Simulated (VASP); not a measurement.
# AlO2 (Cmcm) in VASP: further runs, part 2 of 2

VASP 6.6.1. The steps go on from the part before.

### 3 Single point, PBEsol

Input file INCAR:

```
SYSTEM = AlO2
PREC     = Accurate       ! precision mode
ENCUT    = 520            ! plane-wave cutoff, eV
EDIFF    = 1E-6           ! SCF threshold, eV
ISMEAR   = -1             ! smearing method
SIGMA    = 0.05           ! smearing width, eV
LREAL    = .False.        ! projectors in reciprocal space
LASPH    = .True.         ! aspherical terms in the spheres
NELM     = 60             ! most SCF steps
ALGO     = Normal         ! electronic algorithm
ISIF     = 2              ! what is computed and relaxed
LWAVE    = .False.        ! write WAVECAR
LCHARG   = .False.        ! write CHGCAR
GGA      = PS             ! functional
NBANDS   = 24             ! bands
```

Input file KPOINTS:

```
Automatic mesh
0
Gamma
  9 9 7
  0 0 0
```

Input file POSCAR:

```
AlO2
1.0
    1.4554546886     -4.9187604040      0.0000000000
    1.4554546886      4.9187604040      0.0000000000
    0.0000000000      0.0000000000      3.5914919930
Al O
2 4
Direct
    0.6617828902      0.3382171098      0.7500000000
    0.3382171098      0.6617828902      0.2500000000
    0.0283741780      0.9716258220      0.7500000000
    0.9716258220      0.0283741780      0.2500000000
    0.2950354660      0.7049645340      0.7500000000
    0.7049645340      0.2950354660      0.2500000000
```

Potentials or basis: VASP PAW PBE potentials, release 64 (Al, O).

Command:

```sh
> cat potpaw_PBE.64/Al/POTCAR potpaw_PBE.64/O/POTCAR > POTCAR
> mpirun -np 1 vasp_std > vasp.out
```

OUTCAR:

```text
SYSTEM = AlO2
   PREC = Accurate
   ENCUT = 520
   EDIFF = 1E-6
   ISMEAR = -1
   LREAL = .False.
   LASPH = .True.
   NELM = 60
   ISIF = 2
   GGA = PS

 ion  position               nearest neighbor table
   1  0.662  0.338  0.750-   6 1.85   6 1.85   5 1.96   5 1.96   3 1.96   3 1.96   2 2.89   2 2.89
                             2 2.89   2 2.89
   2  0.338  0.662  0.250-   5 1.85   5 1.85   6 1.96   6 1.96   4 1.96   4 1.96   1 2.89   1 2.89
                             1 2.89   1 2.89
   3  0.028  0.972  0.750-   4 1.88   4 1.88   1 1.96   1 1.96
   4  0.972  0.028  0.250-   3 1.88   3 1.88   2 1.96   2 1.96
   5  0.295  0.705  0.750-   2 1.85   2 1.85   1 1.96   1 1.96
   6  0.705  0.295  0.250-   1 1.85   1 1.85   2 1.96   2 1.96

  LATTYP: Found a base centered orthorhombic cell.
 ALAT       =     2.9109093772
 B/A-ratio  =     3.3795352356
 C/A-ratio  =     1.2338041236

  Lattice vectors:

 A1 = (   1.4554546886,  -4.9187604040,   0.0000000000)
 A2 = (   1.4554546886,   4.9187604040,   0.0000000000)
 A3 = (   0.0000000000,   0.0000000000,   3.5914919930)

Analysis of symmetry for initial positions (statically):
=====================================================================
 Subroutine PRICEL returns:
 Original cell was already a primitive cell.

 Routine SETGRP: Setting up the symmetry group for a
 base centered orthorhombic supercell.

 Subroutine GETGRP returns: Found  8 space group operations
 (whereof  4 operations were pure point group operations)
 out of a pool of  8 trial point group operations.

The static configuration has the point symmetry C_2h.
 The point group associated with its full space group is D_2h.

Analysis of symmetry for dynamics (positions and initial velocities):
=====================================================================
 Subroutine PRICEL returns:
 Original cell was already a primitive cell.

 Routine SETGRP: Setting up the symmetry group for a
 base centered orthorhombic supercell.

 Subroutine GETGRP returns: Found  8 space group operations
 (whereof  4 operations were pure point group operations)
 out of a pool of  8 trial point group operations.

The dynamic configuration has the point symmetry C_2h.
 The point group associated with its full space group is D_2h.

 Subroutine INISYM returns: Found  8 space group operations
 (whereof  4 operations are pure point group operations),
 and found     1 'primitive' translations

----------------------------------------------------------------------------------------

                                     Primitive cell

  volume of cell :      51.4232

  direct lattice vectors                    reciprocal lattice vectors
     1.455454689 -4.918760404  0.000000000     0.343535257 -0.101651627  0.000000000
     1.455454689  4.918760404  0.000000000     0.343535257  0.101651627  0.000000000
     0.000000000  0.000000000  3.591491993     0.000000000  0.000000000  0.278435815

  length of vectors
     5.129576226  5.129576226  3.591491993     0.358259021  0.358259021  0.278435815

  position of ions in fractional coordinates (direct lattice)
     0.661782890  0.338217110  0.750000000
     0.338217110  0.661782890  0.250000000
     0.028374178  0.971625822  0.750000000
     0.971625822  0.028374178  0.250000000
     0.295035466  0.704964534  0.750000000
     0.704964534  0.295035466  0.250000000
[... 40 lines left out ...]
  0.222222 -0.000000  0.000000      4.000000
  0.333333  0.000000  0.000000      4.000000
  0.444444 -0.000000  0.000000      4.000000
  0.111111  0.111111  0.000000      2.000000
[... 16 lines left out ...]
 -0.333333  0.333333  0.000000      2.000000
  0.444444  0.444444  0.000000      2.000000
 [... further k-points ...]
   k-points           NKPTS =    100   k-points in BZ     NKDIM =    100   number of bands    NBANDS=     24
   number of dos      NEDOS =    301   number of ions     NIONS =      6
   total plane-waves  NPLWV =  44800
   dimension x,y,z NGX =    40 NGY =   40 NGZ =   28
   dimension x,y,z NGXF=    80 NGYF=   80 NGZF=   56
   ions per type =               2   4
   NGX,Y,Z   is equivalent  to a cutoff of  12.96, 12.96, 12.96 a.u.
   NGXF,Y,Z  is equivalent  to a cutoff of  25.93, 25.93, 25.92 a.u.
 SYSTEM =  AlO2
   PREC   = accura    normal or accurate (medium, high low for compatibility)
   ISTART =      0    job   : 0-new  1-cont  2-samecut
   ICHARG =      2    charge: 1-file 2-atom 10-const
   ISPIN  =      1    spin polarized calculation?
   LNONCOLLINEAR =      F non collinear calculations
   LSORBIT =      F    spin-orbit coupling
   LASPH  =      T    aspherical Exc in radial PAW
   ENCUT  =  520.0 eV  38.22 Ry    6.18 a.u.   9.54  9.54  6.68*2*pi/ulx,y,z
   NELM   =     60;   NELMIN=  2; NELMDL= -5     # of ELM steps
   EDIFF  = 0.1E-05   stopping-criterion for ELM
   LREAL  =      F    real-space projection
   EDIFFG = 0.1E-04   stopping-criterion for IOM
   NSW    =      0    number of steps for IOM
   IBRION =     -1    ionic relax: 0-MD 1-quasi-New 2-CG
   NFREE  =      0    steps in history (QN), initial steepest desc. (CG)
   ISIF   =      2    stress and relaxation
   ISYM   =      2    0-nonsym 1-usesym 2-fastsym
   POTIM  = 0.5000    time-step for ionic-motion
   TEBEG  =    0.0;   TEEND  =   0.0 temperature during run
   PSTRESS=    0.0 pullay stress
   NELECT =      30.0000    total number of electrons
   NUPDOWN=      -1.0000    fix difference up-down
   EMIN   =  10.00;   EMAX   =-10.00  energy-range for DOS
   EFERMI =   0.00;   METHOD = LEGACY
   ISMEAR =    -1;   SIGMA  =   0.05  broadening in eV -4-tet -1-fermi 0-gaus
   EFERMI_NEDOS =   21; number of points for ismear=-14 and -15
   IALGO  =     38    algorithm
   IMIX   =      4    mixing-type and parameters
     AMIX     =   0.40;   BMIX     =  1.00
     AMIX_MAG =   1.60;   BMIX_MAG =  1.00
  volume/ion in A,a.u.               =       8.57        57.84
  Fermi-wavevector in a.u.,A,eV,Ry     =   1.367925  2.585003 25.459463  1.871218
  Thomas-Fermi vector in A             =   2.493934
   LORBIT       =      0    0 simple, 1 ext, 2 COOP (PROOUT), +10 PAW based schemes
   GGA     = PS    functional components
   LHFCALC =     F    Hartree Fock is set to
   AEXX    =    0.0000 exact exchange contribution
   IVDW    =     0    specifies the selected vdW correction
   LEPSILON=     F    determine dielectric tensor
   LRPA    =     F    only Hartree local field effects (RPA)
 non-spin polarized calculation
  energy-cutoff  :      520.00
  volume of cell :       51.42
 maximum number of plane-waves:      1415
 NGX is ok and might be reduce to    40
   NGX = 19   NGY = 19   NGZ = 13

 number of electron      30.0000011 magnetization

 Free energy of the ion-electron system (eV)
  ---------------------------------------------------
  ext. energy  EPLUGINS =         0.00000000
  ---------------------------------------------------
  free energy    TOTEN  =       -42.54363612 eV

  energy without entropy =      -42.54362887  energy(sigma->0) =      -42.54363250

 E-fermi :   6.2297     XC(G=0): -11.8636

 val. band max:        5.7264151828   @ k =   0.2222   0.1111   0.4286
 cond. band min:       6.7013803774   @ k =   0.0000   0.0000   0.4286
 fundamental gap:      0.9749651946
 Fermi energy:         6.2296854556

 k-point     1 :       0.0000    0.0000    0.0000
  band No.  band energies     occupation
      1     -14.4850      2.00000
      2     -12.7071      2.00000
      3     -10.5564      2.00000
      4      -9.8435      2.00000
      5      -1.1300      2.00000
      6      -0.1159      2.00000
[... 637 lines left out ...]
     23      20.0803      0.00000
     24      20.1517      0.00000

 [... further k-points ...]

------------------------ aborting loop because EDIFF is reached ----------------------------------------

  FORCE on cell =-STRESS in cart. coord.  units (eV):
  Direction    XX          YY          ZZ          XY          YZ          ZX
  --------------------------------------------------------------------------------------
  -------------------------------------------------------------------------------------
  Total        0.1954414      0.1616120      0.1515694      0.0000000     -0.0000000      0.0000000
  in kB        6.0893061      5.0352965      4.7224018      0.0000000     -0.0000000      0.0000000
  external PRESSURE =       5.2823348 kB  Pullay stress =       0.0000000 kB

 VOLUME and BASIS-vectors are now :
 -----------------------------------------------------------------------------
  energy-cutoff  :      520.00
  volume of cell :       51.42
      direct lattice vectors                 reciprocal lattice vectors
     1.455454689 -4.918760404  0.000000000     0.343535257 -0.101651627  0.000000000
     1.455454689  4.918760404  0.000000000     0.343535257  0.101651627  0.000000000
     0.000000000  0.000000000  3.591491993     0.000000000  0.000000000  0.278435815

 POSITION                                       TOTAL-FORCE (eV/Angst)
 -----------------------------------------------------------------------------------
      1.45545     -1.59154      2.69362         0.000000      0.030271      0.000000
      1.45545      1.59154      0.89787         0.000000     -0.030271     -0.000000
      1.45545      4.63963      2.69362         0.000000      0.030249     -0.000000
      1.45545     -4.63963      0.89787         0.000000     -0.030249     -0.000000
      1.45545      2.01634      2.69362         0.000000     -0.023885      0.000000
      1.45545     -2.01634      0.89787         0.000000      0.023885     -0.000000
 -----------------------------------------------------------------------------------
    total drift:                                0.000000      0.000000      0.000000

  FREE ENERGIE OF THE ION-ELECTRON SYSTEM (eV)
  ---------------------------------------------------
  free  energy   TOTEN  =       -42.5436361198 eV

  energy  without entropy=      -42.5436288722  energy(sigma->0) =      -42.54363250
```

It took 1.7 min on 1 thread of AMD EPYC 9R45 (Zen 5), shared host; peak memory 0.22 GiB.

Results:

| Item | Value |
| --- | --- |
| Free energy | -42.5436 eV |
| Pressure | 0.5 GPa |
| Largest force | 0.030 eV/Å |
| Band gap on the k mesh | 0.97 eV (least direct gap 1.05 eV) |

Forces on the atoms (eV/Å):
```
Al   0.000  0.030  0.000
Al   0.000 -0.030  0.000
O    0.000  0.030  0.000
O    0.000 -0.030  0.000
O    0.000 -0.024  0.000
O    0.000  0.024  0.000
```

Stress tensor (GPa, compression positive):
```
0.61 0.00 0.00
0.00 0.50 0.00
0.00 0.00 0.47
```

Caveat: the PAW data sets were made with another functional, which shifts forces and pressure a little.
